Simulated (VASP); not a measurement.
# SiNi2 (Pnma) in VASP: a series of runs

SiNi2 is run at these levels: PBEsol, PBEsol+D4; tasks: single point.

Program: VASP 6.6.1. These are calculated values, not measurements. Logs are shortened: lines on timing, memory, paths and dates and some standing lists are left out, and cuts for length are marked.

**1. The cell of the first run**

It takes space group Pnma (No. 62, orthorhombic). The conventional cell has a = 4.990 Å, b = 3.720 Å, c = 7.030 Å, α = 90.00°, β = 90.00°, γ = 90.00°. Ni (site symmetry m) has 5 Si at 2.28 to 2.71 Å and 8 Ni at 2.53 to 2.71 Å within 3.0 Å. Ni (site symmetry m) has 5 Si at 2.34 to 2.57 Å and 8 Ni at 2.53 to 2.71 Å within 3.1 Å. Within 3.0 Å of Si (site symmetry m) lie 10 Ni at 2.28 to 2.71 Å.

**2. Single point, PBEsol, collinear spin, ferromagnetic start**

File INCAR:

```
PREC = Accurate ; ENCUT = 520
EDIFF = 1E-7 ; ISMEAR = -1
SIGMA = 0.05 ; LREAL = F
LASPH = T ; NELM = 150
ALGO = Fast ; ISIF = 2
LWAVE = F ; LCHARG = T
ISPIN = 2 ; MAGMOM = 1 1 1 1 1 1 1 1 0 0 0 0
LORBIT = 11 ; LMAXMIX = 4
GGA = PS ; LVHAR = T
NBANDS = 64 ; KPAR = 2
```

File KPOINTS:

```
Automatic mesh
0
Gamma
  6 7 4
```

File POSCAR:

```
SiNi2
1.0
    4.9900000000      0.0000000000      0.0000000000
    0.0000000000      3.7200000000      0.0000000000
    0.0000000000      0.0000000000      7.0300000000
Ni Si
8 4
Direct
    0.3250000000      0.7500000000      0.9370000000
    0.6750000000      0.2500000000      0.0630000000
    0.1750000000      0.2500000000      0.4370000000
    0.8250000000      0.7500000000      0.5630000000
    0.4580000000      0.7500000000      0.2970000000
    0.5420000000      0.2500000000      0.7030000000
    0.0420000000      0.2500000000      0.7970000000
    0.9580000000      0.7500000000      0.2030000000
    0.7860000000      0.7500000000      0.8860000000
    0.2140000000      0.2500000000      0.1140000000
    0.7140000000      0.2500000000      0.3860000000
    0.2860000000      0.7500000000      0.6140000000
```

Potentials or basis: VASP PAW PBE potentials, release 64 (Ni, Si).

On the command line:

```console
> cat potpaw_PBE.64/Ni/POTCAR potpaw_PBE.64/Si/POTCAR > POTCAR
> mpirun -np 2 vasp_std > vasp.out
```

OUTCAR:

```text
PREC = Accurate
   ENCUT = 520
   EDIFF = 1E-7
   ISMEAR = -1
   LREAL = F
   LASPH = T
   NELM = 150
   ISIF = 2
   ISPIN = 2
   LORBIT = 11
   GGA = PS

 ion  position               nearest neighbor table
   1  0.325  0.750  0.937-  12 2.28  10 2.31  10 2.31   9 2.33   7 2.53   7 2.53   5 2.62   8 2.62
                             2 2.70   2 2.70   6 2.71   6 2.71   9 2.71
   2  0.675  0.250  0.063-  11 2.28   9 2.31   9 2.31  10 2.33   8 2.53   8 2.53   6 2.62   7 2.62
                             1 2.70   1 2.70   5 2.71   5 2.71  10 2.71
   3  0.175  0.250  0.437-  10 2.28  12 2.31  12 2.31  11 2.33   5 2.53   5 2.53   7 2.62   6 2.62
                             4 2.70   4 2.70   8 2.71   8 2.71  11 2.71
   4  0.825  0.750  0.563-   9 2.28  11 2.31  11 2.31  12 2.33   6 2.53   6 2.53   8 2.62   5 2.62
                             3 2.70   3 2.70   7 2.71   7 2.71  12 2.71
   5  0.458  0.750  0.297-  11 2.34  11 2.34  12 2.39   3 2.53   3 2.53  10 2.57  10 2.57   8 2.58
                             8 2.58   1 2.62   4 2.62   2 2.71   2 2.71
   6  0.542  0.250  0.703-  12 2.34  12 2.34  11 2.39   4 2.53   4 2.53   9 2.57   9 2.57   7 2.58
                             7 2.58   2 2.62   3 2.62   1 2.71   1 2.71
   7  0.042  0.250  0.797-   9 2.34   9 2.34  10 2.39   1 2.53   1 2.53  12 2.57  12 2.57   6 2.58
                             6 2.58   3 2.62   2 2.62   4 2.71   4 2.71
   8  0.958  0.750  0.203-  10 2.34  10 2.34   9 2.39   2 2.53   2 2.53  11 2.57  11 2.57   5 2.58
                             5 2.58   4 2.62   1 2.62   3 2.71   3 2.71
   9  0.786  0.750  0.886-   4 2.28   2 2.31   2 2.31   1 2.33   7 2.34   7 2.34   8 2.39   6 2.57
                             6 2.57   1 2.71  12 3.14  12 3.14
  10  0.214  0.250  0.114-   3 2.28   1 2.31   1 2.31   2 2.33   8 2.34   8 2.34   7 2.39   5 2.57
                             5 2.57   2 2.71  11 3.14  11 3.14
  11  0.714  0.250  0.386-   2 2.28   4 2.31   4 2.31   3 2.33   5 2.34   5 2.34   6 2.39   8 2.57
                             8 2.57   3 2.71  10 3.14  10 3.14
  12  0.286  0.750  0.614-   1 2.28   3 2.31   3 2.31   4 2.33   6 2.34   6 2.34   5 2.39   7 2.57
                             7 2.57   4 2.71   9 3.14   9 3.14

  LATTYP: Found a simple orthorhombic cell.
 ALAT       =     3.7200000000
 B/A-ratio  =     1.3413978495
 C/A-ratio  =     1.8897849462

  Lattice vectors:

 A1 = (   0.0000000000,  -3.7200000000,   0.0000000000)
 A2 = (   4.9900000000,   0.0000000000,   0.0000000000)
 A3 = (   0.0000000000,   0.0000000000,   7.0300000000)

Analysis of symmetry for initial positions (statically):
=====================================================================
 Subroutine PRICEL returns:
 Original cell was already a primitive cell.

 Routine SETGRP: Setting up the symmetry group for a
 simple orthorhombic supercell.

 Subroutine GETGRP returns: Found  8 space group operations
 (whereof  2 operations were pure point group operations)
 out of a pool of  8 trial point group operations.

The static configuration has the point symmetry S_2 .
 The point group associated with its full space group is D_2h.

Analysis of symmetry for dynamics (positions and initial velocities):
=====================================================================
 Subroutine PRICEL returns:
 Original cell was already a primitive cell.

 Routine SETGRP: Setting up the symmetry group for a
 simple orthorhombic supercell.

 Subroutine GETGRP returns: Found  8 space group operations
 (whereof  2 operations were pure point group operations)
 out of a pool of  8 trial point group operations.

The dynamic configuration has the point symmetry S_2 .
 The point group associated with its full space group is D_2h.

Analysis of structural, dynamic, and magnetic symmetry:
=====================================================================
 Subroutine PRICEL returns:
 Original cell was already a primitive cell.

 Routine SETGRP: Setting up the symmetry group for a
 simple orthorhombic supercell.

 Subroutine GETGRP returns: Found  8 space group operations
 (whereof  2 operations were pure point group operations)
 out of a pool of  8 trial point group operations.

The overall configuration has the point symmetry S_2 .
 The point group associated with its full space group is D_2h.

 Subroutine INISYM returns: Found  8 space group operations
 (whereof  2 operations are pure point group operations),
 and found     1 'primitive' translations

----------------------------------------------------------------------------------------

                                     Primitive cell

  volume of cell :     130.4965

  direct lattice vectors                    reciprocal lattice vectors
     4.990000000  0.000000000  0.000000000     0.200400802  0.000000000  0.000000000
     0.000000000  3.720000000  0.000000000     0.000000000  0.268817204  0.000000000
     0.000000000  0.000000000  7.030000000     0.000000000  0.000000000  0.142247511

  length of vectors
     4.990000000  3.720000000  7.030000000     0.200400802  0.268817204  0.142247511
[... 117 lines left out ...]
   EFERMI_NEDOS =   21; number of points for ismear=-14 and -15
   IALGO  =     68    algorithm
   IMIX   =      4    mixing-type and parameters
     AMIX     =   0.40;   BMIX     =  1.00
     AMIX_MAG =   1.60;   BMIX_MAG =  1.00
  volume/ion in A,a.u.               =      10.87        73.39
  Fermi-wavevector in a.u.,A,eV,Ry     =   1.477857  2.792744 29.715943  2.184060
  Thomas-Fermi vector in A             =   2.592209
   LORBIT       =     11    0 simple, 1 ext, 2 COOP (PROOUT), +10 PAW based schemes
   GGA     = PS    functional components
   LHFCALC =     F    Hartree Fock is set to
   AEXX    =    0.0000 exact exchange contribution
   IVDW    =     0    specifies the selected vdW correction
   LEPSILON=     F    determine dielectric tensor
   LRPA    =     F    only Hartree local field effects (RPA)
 spin polarized calculation
 RMM-DIIS sequential band-by-band and
  energy-cutoff  :      520.00
  volume of cell :      130.50
 maximum number of plane-waves:      3554
 NGX is ok and might be reduce to    40
   NGX = 19   NGY = 13   NGZ = 27

 number of electron      95.9999953 magnetization      -0.0000101

 number of electron      95.9999953 magnetization       0.0000126

 Free energy of the ion-electron system (eV)
  ---------------------------------------------------
  ext. energy  EPLUGINS =         0.00000000
  ---------------------------------------------------
  free energy    TOTEN  =       -79.59782885 eV

  energy without entropy =      -79.54708474  energy(sigma->0) =      -79.57245679

 E-fermi :  11.0574     XC(G=0): -13.0800

 val. band max:       11.0568233973   @ k =   0.1667   0.2857   0.5000
 cond. band min:      11.0632570169   @ k =   0.1667   0.1429   0.5000
 fundamental gap:      0.0064336196
 Fermi energy:        11.0573662506

 spin component 1

 k-point     1 :       0.0000    0.0000    0.0000
  band No.  band energies     occupation
      1      -1.6246      1.00000
      2       0.9784      1.00000
      3       1.0384      1.00000
      4       2.8482      1.00000
      5       4.4102      1.00000
      6       4.8682      1.00000
[... 1501 lines left out ...]
     59      16.5180      0.00000
     60      16.5180      0.00000

 [... further k-points ...]

 spin component 2

 k-point     1 :       0.0000    0.0000    0.0000
  band No.  band energies     occupation
      1      -1.6246      1.00000
      2       0.9784      1.00000
      3       1.0384      1.00000
      4       2.8482      1.00000
      5       4.4102      1.00000
      6       4.8682      1.00000
[... 1501 lines left out ...]
     59      16.5180      0.00000
     60      16.5180      0.00000

 [... further k-points ...]

 [bands above 60 left out]

------------------------ aborting loop because EDIFF is reached ----------------------------------------

  FORCE on cell =-STRESS in cart. coord.  units (eV):
  Direction    XX          YY          ZZ          XY          YZ          ZX
  --------------------------------------------------------------------------------------
  -------------------------------------------------------------------------------------
  Total       -3.8647020     -3.3498079     -3.0685073      0.0000000      0.0000000      0.0000000
  in kB      -47.4490782    -41.1274401    -37.6737570      0.0000000      0.0000000      0.0000000
  external PRESSURE =     -42.0834251 kB  Pullay stress =       0.0000000 kB

 VOLUME and BASIS-vectors are now :
 -----------------------------------------------------------------------------
  energy-cutoff  :      520.00
  volume of cell :      130.50
      direct lattice vectors                 reciprocal lattice vectors
     4.990000000  0.000000000  0.000000000     0.200400802  0.000000000  0.000000000
     0.000000000  3.720000000  0.000000000     0.000000000  0.268817204  0.000000000
     0.000000000  0.000000000  7.030000000     0.000000000  0.000000000  0.142247511

 POSITION                                       TOTAL-FORCE (eV/Angst)
 -----------------------------------------------------------------------------------
      1.62175      2.79000      6.58711         0.253999     -0.000000      0.250028
      3.36825      0.93000      0.44289        -0.253999     -0.000000     -0.250028
      0.87325      0.93000      3.07211        -0.253999     -0.000000      0.250028
      4.11675      2.79000      3.95789         0.253999      0.000000     -0.250028
      2.28542      2.79000      2.08791         0.077691      0.000000     -0.211279
      2.70458      0.93000      4.94209        -0.077691      0.000000      0.211279
      0.20958      0.93000      5.60291        -0.077691     -0.000000     -0.211279
      4.78042      2.79000      1.42709         0.077691      0.000000      0.211279
      3.92214      2.79000      6.22858        -0.041403      0.000000      0.063097
      1.06786      0.93000      0.80142         0.041403     -0.000000     -0.063097
      3.56286      0.93000      2.71358         0.041403      0.000000      0.063097
      1.42714      2.79000      4.31642        -0.041403      0.000000     -0.063097
 -----------------------------------------------------------------------------------
    total drift:                               -0.000000      0.000000      0.000000

  FREE ENERGIE OF THE ION-ELECTRON SYSTEM (eV)
  ---------------------------------------------------
  free  energy   TOTEN  =       -79.5978288519 eV

  energy  without entropy=      -79.5470847375  energy(sigma->0) =      -79.57245679

 total charge

# of ion       s       p       d       tot
------------------------------------------
    1        0.487   0.605   8.487   9.578
    2        0.487   0.605   8.487   9.578
    3        0.487   0.605   8.487   9.578
    4        0.487   0.605   8.487   9.578
    5        0.451   0.561   8.467   9.478
    6        0.451   0.561   8.467   9.478
    7        0.451   0.561   8.467   9.478
    8        0.451   0.561   8.467   9.478
    9        0.729   0.891   0.000   1.620
   10        0.729   0.891   0.000   1.620
   11        0.729   0.891   0.000   1.620
   12        0.729   0.891   0.000   1.620
--------------------------------------------------
tot          6.665   8.228  67.813  82.706

 magnetization (x)

# of ion       s       p       d       tot
------------------------------------------
    1        0.000   0.000   0.000   0.000
    2        0.000   0.000   0.000   0.000
    3        0.000   0.000   0.000   0.000
    4        0.000   0.000   0.000   0.000
    5       -0.000   0.000  -0.000  -0.000
    6       -0.000   0.000  -0.000  -0.000
    7       -0.000   0.000  -0.000  -0.000
    8       -0.000   0.000  -0.000  -0.000
    9       -0.000   0.000   0.000   0.000
   10       -0.000   0.000   0.000   0.000
   11       -0.000   0.000   0.000   0.000
   12       -0.000   0.000   0.000   0.000
--------------------------------------------------
tot          0.000   0.000  -0.000   0.000
```

Wall time 6.1 min (2 MPI ranks of Intel Xeon Platinum 8488C (Sapphire Rapids), shared host); peak memory 0.63 GiB.

What came out:

- Free energy: -79.5978 eV
- Pressure: -4.2 GPa
- Largest force: 0.356 eV/Å
- Band gap on the k mesh: zero (filled and empty bands overlap)
- Net moment: 0.00 μB per cell
- Valence electrons inside the program's atomic spheres: Ni 9.58, 9.48 (each value once); Si 1.62

Forces on the atoms (eV/Å):
```
Ni   0.254  0.000  0.250
Ni  -0.254  0.000 -0.250
Ni  -0.254  0.000  0.250
Ni   0.254  0.000 -0.250
Ni   0.078  0.000 -0.211
Ni  -0.078  0.000  0.211
Ni  -0.078  0.000 -0.211
Ni   0.078  0.000  0.211
Si  -0.041  0.000  0.063
Si   0.041  0.000 -0.063
Si   0.041  0.000  0.063
Si  -0.041  0.000 -0.063
```

Stress tensor (GPa, compression positive):
```
-4.74  0.00  0.00
 0.00 -4.11  0.00
 0.00  0.00 -3.77
```

Levels at points of the mesh, in eV from the Fermi level:
Spin up:
```tsv
k point	band 46	band 47	band 48	band 49	band 50	band 51
(0.00, 0.00, 0.00)	-0.94	-0.63	-0.22	0.72	0.91	2.00
(0.50, 0.00, 0.00)	-0.96	1.22	1.22	2.01	2.01	2.68
(0.00, 0.00, 0.50)	-1.06	-0.39	-0.39	0.22	0.22	1.41
(0.50, 0.00, 0.50)	-0.58	0.29	0.29	1.84	1.84	1.92
```
Spin down:
| k point | band 45 | band 46 | band 47 | band 48 | band 49 | band 50 | band 51 | band 52 |
| --- | --- | --- | --- | --- | --- | --- | --- | --- |
| (0.00, 0.00, 0.00) | -0.99 | -0.94 | -0.63 | -0.22 | 0.72 | 0.91 | 2.00 | 2.24 |
| (0.50, 0.00, 0.00) | -0.96 | -0.96 | 1.22 | 1.22 | 2.01 | 2.01 | 2.68 | 2.68 |
| (0.00, 0.00, 0.50) | -1.06 | -1.06 | -0.39 | -0.39 | 0.22 | 0.22 | 1.41 | 1.41 |
| (0.50, 0.00, 0.50) | -0.58 | -0.58 | 0.29 | 0.29 | 1.84 | 1.84 | 1.92 | 1.92 |

Caveat: the cell stands under tension; the moments typed at the start vanished in this run; the PAW data sets were made with another functional, which shifts forces and pressure a little.

**3. Single point, PBEsol+D4, collinear spin, ferromagnetic start**

This run uses another cell than the first one, of 10.42 Å³/atom.

File INCAR:

```
SYSTEM = SiNi2
PREC = Accurate ; ENCUT = 520
EDIFF = 1E-7 ; ISMEAR = -1
SIGMA = 0.05 ; LREAL = .FALSE.
LASPH = .TRUE. ; NELM = 150
ALGO = Normal ; ISIF = 2
LWAVE = .FALSE. ; LCHARG = .TRUE.
ISPIN = 2 ; MAGMOM = 1 1 1 1 1 1 1 1 0 0 0 0
LORBIT = 11 ; LMAXMIX = 4
GGA = PS ; IVDW = 13
LVHAR = .TRUE. ; NBANDS = 64
KPAR = 4
```

File KPOINTS:

```
regular mesh
0
G
  6 7 4
  0 0 0
```

File POSCAR:

```
SiNi2
1.0
    4.8668673397      0.0000000000      0.0000000000
    0.0000000000      3.6861485412      0.0000000000
    0.0000000000      0.0000000000      6.9701086372
Ni Si
8 4
Direct
    0.3278943088      0.7500000000      0.9395820133
    0.6721056912      0.2500000000      0.0604179867
    0.1721056912      0.2500000000      0.4395820133
    0.8278943088      0.7500000000      0.5604179867
    0.4568537394      0.7500000000      0.2909640844
    0.5431462606      0.2500000000      0.7090359156
    0.0431462606      0.2500000000      0.7909640844
    0.9568537394      0.7500000000      0.2090359156
    0.7942488389      0.7500000000      0.8874114514
    0.2057511611      0.2500000000      0.1125885486
    0.7057511611      0.2500000000      0.3874114514
    0.2942488389      0.7500000000      0.6125885486
```

Potentials or basis: VASP PAW PBE potentials, release 64 (Ni, Si).

On the command line:

```console
> cat potpaw_PBE.64/Ni/POTCAR potpaw_PBE.64/Si/POTCAR > POTCAR
> mpirun -np 4 vasp_std > vasp.out
```

Wall time 2.7 min (4 MPI ranks of Intel Xeon 6975P-C (Granite Rapids), shared host); peak memory 0.61 GiB.

Results (log left out):

* Free energy: -83.2262 eV
* Pressure: 0.3 GPa
* Largest force: 0.019 eV/Å
* Band gap on the k mesh: zero (filled and empty bands overlap)
* Net moment: 0.00 μB per cell
* Valence electrons inside the program's atomic spheres: Ni 9.66, 9.57 (each value once); Si 1.64
* Dispersion energy per atom: -0.299 eV

Forces on the atoms (eV/Å):
```
Ni  -0.003  0.000  0.000
Ni   0.003  0.000  0.000
Ni   0.003  0.000  0.000
Ni  -0.003  0.000  0.000
Ni  -0.012  0.000 -0.014
Ni   0.012  0.000  0.014
Ni   0.012  0.000 -0.014
Ni  -0.012  0.000  0.014
Si  -0.008  0.000 -0.002
Si   0.008  0.000  0.002
Si   0.008  0.000 -0.002
Si  -0.008  0.000  0.002
```

Stress tensor (GPa, compression positive):
```
0.19 0.00 0.00
0.00 0.36 0.00
0.00 0.00 0.22
```

Levels at points of the mesh, in eV from the Fermi level:
Spin up:
```tsv
k point	band 46	band 47	band 48	band 49	band 50	band 51
(0.00, 0.00, 0.00)	-0.98	-0.63	-0.12	0.78	0.99	1.72
(0.50, 0.00, 0.00)	-0.99	1.24	1.24	2.11	2.11	2.93
(0.00, 0.00, 0.50)	-1.09	-0.36	-0.36	0.19	0.19	1.41
(0.50, 0.00, 0.50)	-0.54	0.25	0.25	1.90	1.90	1.91
```
Spin down:
```csv
k point,band 45,band 46,band 47,band 48,band 49,band 50,band 51,band 52
"(0.00, 0.00, 0.00)",-1.01,-0.98,-0.63,-0.12,0.78,0.99,1.72,2.44
"(0.50, 0.00, 0.00)",-0.99,-0.99,1.24,1.24,2.11,2.11,2.93,2.93
"(0.00, 0.00, 0.50)",-1.09,-1.09,-0.36,-0.36,0.19,0.19,1.41,1.41
"(0.50, 0.00, 0.50)",-0.54,-0.54,0.25,0.25,1.90,1.90,1.91,1.91
```

Caveat: the moments typed at the start vanished in this run; the PAW data sets were made with another functional, which shifts forces and pressure a little.
